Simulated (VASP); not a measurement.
# Si (P6_3/mmc) in VASP: notebook, part 2 of 2

VASP 6.6.1. The steps go on from the part before.

**5. Single point, r2SCAN (strain -0.040 along x and y, +0.080 along z)**

The input, POSCAR:

```
Si
1.0
    3.6780647621      0.0000000000      0.0000000000
   -1.8390323811      3.1852975207      0.0000000000
    0.0000000000      0.0000000000      6.8392317602
Si
4
Direct
    0.3333333333      0.6666666667      0.0630095000
    0.6666666667      0.3333333333      0.5630095000
    0.3333333333      0.6666666667      0.4369905000
    0.6666666667      0.3333333333      0.9369905000
```

The input, INCAR.step1:

```
SYSTEM = Si
  ALGO = Normal
  EDIFF = 1E-4
  ENCUT = 520
  GGA = PE
  ISMEAR = 0
  LASPH = .TRUE.
  LCHARG = .FALSE.
  LREAL = .FALSE.
  LWAVE = .TRUE.
  NBANDS = 16
  NELM = 80
  PREC = Accurate
  SIGMA = 0.05
```

The input, INCAR.step2:

```
SYSTEM = Si
  ALGO = Normal
  EDIFF = 1E-7
  ENCUT = 520
  ISIF = 2
  ISMEAR = 0
  ISTART = 1
  LASPH = .TRUE.
  LCHARG = .TRUE.
  LELF = .TRUE.
  LMIXTAU = .TRUE.
  LREAL = .FALSE.
  LVHAR = .TRUE.
  LWAVE = .FALSE.
  METAGGA = R2SCAN
  NBANDS = 16
  NELM = 80
  PREC = Accurate
  SIGMA = 0.05
```

The input, KPOINTS:

```
k-points
0
G
  12 12 6
  0 0 0
```

On the command line:

```
$ cat potpaw_PBE.64/Si/POTCAR > POTCAR
$ cp INCAR.step1 INCAR
$ mpirun -np 1 vasp_std > vasp.out
$ cp INCAR.step2 INCAR
$ mpirun -np 1 vasp_std > vasp.out
```

Run time: 2.5 min. Hardware: 1 thread of Intel Xeon 6975P-C (Granite Rapids), shared host; peak memory 0.23 GiB.

Results (log left out):

| Property | Result |
| --- | --- |
| Free energy | -34.5592 eV |
| Pressure | 2.0 GPa |
| Largest force | 0.829 eV/Å |
| Band gap on the k mesh | 0.46 eV |

Forces on the atoms (eV/Å):
```
Si   0.000  0.000  0.829
Si   0.000  0.000  0.829
Si   0.000  0.000 -0.829
Si   0.000  0.000 -0.829
```

Stress tensor (GPa, compression positive):
```
  9.98   0.00   0.00
  0.00   9.98   0.00
  0.00   0.00 -13.88
```

Levels at points of the mesh, in eV from the valence-band top:
```
           k point  band 4  band 5  band 6  band 7  band 8  band 9  band 10  band 11  band 12  band 13
(0.00, 0.00, 0.00)   -1.04   -1.04   -0.79    0.00    0.00    0.46     2.67     2.78     2.78     4.37
(0.50, 0.00, 0.00)   -6.83   -4.74   -3.00   -2.89   -1.76    1.04     2.48     2.81     2.99     3.86
(0.00, 0.00, 0.50)   -5.00   -0.60   -0.60   -0.60   -0.60    3.03     3.03     3.51     3.51     3.51
(0.50, 0.00, 0.50)   -7.75   -2.94   -2.94   -2.41   -2.41    0.75     0.75     1.74     1.74     5.92
```

Caveat: the cell differs from its parent crystal (strain -0.040 along x and y, +0.080 along z); the stress differs along the axes, from -14 to 10 GPa; semilocal functionals underestimate gaps, and a narrow one can read as zero; the PAW data sets were made with another functional, which shifts forces and pressure a little. A k mesh can miss the band edges.

**6. Single point, r2SCAN (strain +0.040 along x and y, +0.080 along z)**

POSCAR, as its differences from that of step 5:

```diff
@@ -2,4 +2,4 @@
 1.0
-    3.6780647621      0.0000000000      0.0000000000
-   -1.8390323811      3.1852975207      0.0000000000
+    3.9845701589      0.0000000000      0.0000000000
+   -1.9922850795      3.4507389808      0.0000000000
     0.0000000000      0.0000000000      6.8392317602
```

The input, INCAR.step1:

```
PREC     = Accurate       # precision mode
ENCUT    = 520            # plane-wave cutoff, eV
ISMEAR   = 0              # smearing method
SIGMA    = 0.05           # smearing width, eV
LREAL    = F              # projectors in reciprocal space
LASPH    = T              # aspherical terms in the spheres
NELM     = 80             # most SCF steps
NBANDS   = 16             # bands
GGA      = PE             # functional
ALGO     = Normal         # electronic algorithm
EDIFF    = 1E-4           # SCF threshold, eV
LWAVE    = T              # write WAVECAR
LCHARG   = F              # write CHGCAR
```

The input, INCAR.step2:

```
PREC     = Accurate       # precision mode
ENCUT    = 520            # plane-wave cutoff, eV
EDIFF    = 1E-7           # SCF threshold, eV
ISMEAR   = 0              # smearing method
SIGMA    = 0.05           # smearing width, eV
LREAL    = F              # projectors in reciprocal space
LASPH    = T              # aspherical terms in the spheres
NELM     = 80             # most SCF steps
ALGO     = Normal         # electronic algorithm
ISIF     = 2              # what is computed and relaxed
LWAVE    = F              # write WAVECAR
LCHARG   = F              # write CHGCAR
METAGGA  = R2SCAN         # meta-GGA
LMIXTAU  = T            
NBANDS   = 16             # bands
ISTART   = 1
```

The input, KPOINTS:

```
regular mesh
0
Gamma
  12 12 6
```

Potentials or basis: VASP PAW PBE potentials, release 64 (Si).

On the command line:

```
$ cat potpaw_PBE.64/Si/POTCAR > POTCAR
$ cp INCAR.step1 INCAR
$ mpirun -np 1 vasp_std > vasp.out
$ cp INCAR.step2 INCAR
$ mpirun -np 1 vasp_std > vasp.out
```

It took 2.7 min on 1 thread of Intel Xeon 6975P-C (Granite Rapids), shared host; peak memory 0.26 GiB.

The run converged. Its results:

- Free energy: -34.4812 eV
- Pressure: -10.7 GPa
- Largest force: 0.054 eV/Å
- Band gap on the k mesh: 0.84 eV (least direct gap 1.30 eV)

Forces on the atoms (eV/Å):
```
Si   0.000  0.000  0.054
Si   0.000  0.000  0.054
Si   0.000  0.000 -0.054
Si   0.000  0.000 -0.054
```

Stress tensor (GPa, compression positive):
```
 -8.91   0.00   0.00
  0.00  -8.91   0.00
  0.00   0.00 -14.25
```

Levels at points of the mesh, in eV from the valence-band top:
| k point | band 6 | band 7 | band 8 | band 9 | band 10 | band 11 |
| --- | --- | --- | --- | --- | --- | --- |
| (0.00, 0.00, 0.00) | -0.31 | 0.00 | 0.00 | 1.30 | 1.44 | 2.43 |
| (0.50, 0.00, 0.00) | -2.64 | -2.48 | -1.38 | 1.03 | 2.28 | 3.29 |
| (0.00, 0.00, 0.50) | -0.71 | -0.71 | -0.71 | 1.94 | 1.94 | 3.30 |
| (0.50, 0.00, 0.50) | -2.32 | -2.12 | -2.12 | 1.05 | 1.05 | 2.09 |

Caveat: the cell differs from its parent crystal (strain +0.040 along x and y, +0.080 along z); the stress differs along the axes, from -14 to -9 GPa; the PAW data sets were made with another functional, which shifts forces and pressure a little. A k mesh can miss the band edges.

**7. Single point, r2SCAN (strain +0.080 along x and y, +0.040 along z)**

The input, POSCAR:

```
Si
1.0
    4.1378228574      0.0000000000      0.0000000000
   -2.0689114287      3.5834597108      0.0000000000
    0.0000000000      0.0000000000      6.5859268802
Si
4
Direct
    0.3333333333      0.6666666667      0.0630095000
    0.6666666667      0.3333333333      0.5630095000
    0.3333333333      0.6666666667      0.4369905000
    0.6666666667      0.3333333333      0.9369905000
```

The input, INCAR.step1:

```
SYSTEM = Si
ALGO = Normal
EDIFF = 1E-4
ENCUT = 520
GGA = PE
ISMEAR = 0
LASPH = .TRUE.
LCHARG = .FALSE.
LREAL = .FALSE.
LWAVE = .TRUE.
NBANDS = 16
NELM = 80
PREC = Accurate
SIGMA = 0.05
```

The input, INCAR.step2:

```
SYSTEM = Si
ALGO = Normal
EDIFF = 1E-7
ENCUT = 520
ISIF = 2
ISMEAR = 0
ISTART = 1
LASPH = .TRUE.
LCHARG = .TRUE.
LELF = .TRUE.
LMIXTAU = .TRUE.
LREAL = .FALSE.
LVHAR = .TRUE.
LWAVE = .FALSE.
METAGGA = R2SCAN
NBANDS = 16
NELM = 80
PREC = Accurate
SIGMA = 0.05
```

The input, KPOINTS:

```
k-points
0
G
  12 12 6
  0 0 0
```

On the command line:

```
$ cat potpaw_PBE.64/Si/POTCAR > POTCAR
$ cp INCAR.step1 INCAR
$ mpirun -np 1 vasp_std > vasp.out
$ cp INCAR.step2 INCAR
$ mpirun -np 1 vasp_std > vasp.out
```

Wall time 1.8 min (1 thread of Intel Xeon 6975P-C (Granite Rapids), shared host); peak memory 0.26 GiB.

Results (log left out):

```yaml
Free_energy: -34.2186 eV
Pressure: -12.2 GPa
Largest_force: 0.206 eV/Å
Band_gap_on_the_k_mesh: 0.42 eV
```

Forces on the atoms (eV/Å):
```
Si   0.000  0.000 -0.206
Si   0.000  0.000 -0.206
Si   0.000  0.000  0.206
Si   0.000  0.000  0.206
```

Stress tensor (GPa, compression positive):
```
-13.96   0.00   0.00
  0.00 -13.96   0.00
  0.00   0.00  -8.63
```

Levels at points of the mesh, in eV from the valence-band top:
```csv
k point,band 6,band 7,band 8,band 9,band 10,band 11
"(0.00, 0.00, 0.00)",-0.30,0.00,0.00,0.42,1.65,2.02
"(0.50, 0.00, 0.00)",-2.79,-2.53,-1.22,0.75,2.29,3.26
"(0.00, 0.00, 0.50)",-0.93,-0.93,-0.93,1.24,1.24,3.06
"(0.50, 0.00, 0.50)",-2.17,-2.12,-2.12,1.06,1.06,2.29
```

Caveat: the cell differs from its parent crystal (strain +0.080 along x and y, +0.040 along z); the stress differs along the axes, from -14 to -9 GPa; semilocal functionals underestimate gaps, and a narrow one can read as zero; the PAW data sets were made with another functional, which shifts forces and pressure a little. A k mesh can miss the band edges.

**8. The runs side by side**

| cell | gap on the mesh (eV) | pressure (GPa) | largest force (eV/Å) |
| --- | --- | --- | --- |
| a = 3.525, b = 3.525, c = 6.586 Å, angles 90.0, 90.0, 120.0°, 4 atoms | 0.32 | 18.2 | 1.69 |
| a = 3.678, b = 3.678, c = 6.079 Å, angles 90.0, 90.0, 120.0°, 4 atoms | 0.32 | 15.3 | 0.06 |
| a = 3.831, b = 3.831, c = 5.826 Å, angles 90.0, 90.0, 120.0°, 4 atoms | none | 10.9 | 1.51 |
| a = 3.678, b = 3.678, c = 6.839 Å, angles 90.0, 90.0, 120.0°, 4 atoms | 0.46 | 2.0 | 0.83 |
| a = 3.985, b = 3.985, c = 6.839 Å, angles 90.0, 90.0, 120.0°, 4 atoms | 0.84 | -10.7 | 0.05 |
| a = 4.138, b = 4.138, c = 6.586 Å, angles 90.0, 90.0, 120.0°, 4 atoms | 0.42 | -12.2 | 0.21 |

Alike in all rows: task single point; level r2SCAN; potentials or basis VASP PAW PBE potentials, release 64 (Si); no spin polarisation; k mesh 12 × 12 × 6; cutoff (eV) 520; smearing gaussian 0.05 eV.

Caveats: the PAW data sets were made with another functional, which shifts forces and pressure a little; semilocal functionals underestimate gaps, and a narrow one can read as zero (at least some runs); the stress differs along the axes, from -14 to -9 GPa (at least some runs); the stress differs along the axes, from -4 to 30 GPa (at least some runs); the cell stands under pressure (at least some runs); the stress differs along the axes, from 2 to 30 GPa (at least some runs); the stress differs along the axes, from -14 to 10 GPa (at least some runs).

Total energies depend on the potentials used, so only differences within one code and one set of settings carry meaning.
